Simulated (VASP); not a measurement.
A run of VASP 6.6.1 is set up as follows.

File INCAR:

```
PREC = Accurate ; ENCUT = 600
EDIFF = 1E-6 ; ISMEAR = -1
SIGMA = 0.02 ; LREAL = F
LASPH = T ; NELM = 120
ALGO = Normal ; ISIF = 2
LWAVE = F ; LCHARG = F
GGA = PE ; NBANDS = 11
GGA_COMPAT = F
```

File KPOINTS:

```
Automatic mesh
0
Gamma
  5 5 5
```

Contents of POSCAR:

```
BeTe
1.0
    0.0000000000      2.8339206950      2.8339206950
    2.8339206950      0.0000000000      2.8339206950
    2.8339206950      2.8339206950      0.0000000000
Be Te
1 1
Direct
    0.0000000000      0.0000000000      0.0000000000
    0.2500000000      0.2500000000      0.2500000000
```

Potentials or basis: VASP PAW PBE potentials, release 64 (Be, Te).

Launch:

```console
$ cat potpaw_PBE.64/Be/POTCAR potpaw_PBE.64/Te/POTCAR > POTCAR
$ mpirun -np 1 vasp_std > vasp.out
```

Problem. Predict the band gap on the k mesh.

Solution. 2.12 eV (least direct gap 3.62 eV).

Problem. What does it give for the pressure?

Solution. 0.1 GPa.

Caveat: spin-orbit coupling is left out, which moves the levels of the heavy elements; an odd mesh through Γ misses points on the zone boundary, where band edges can lie.
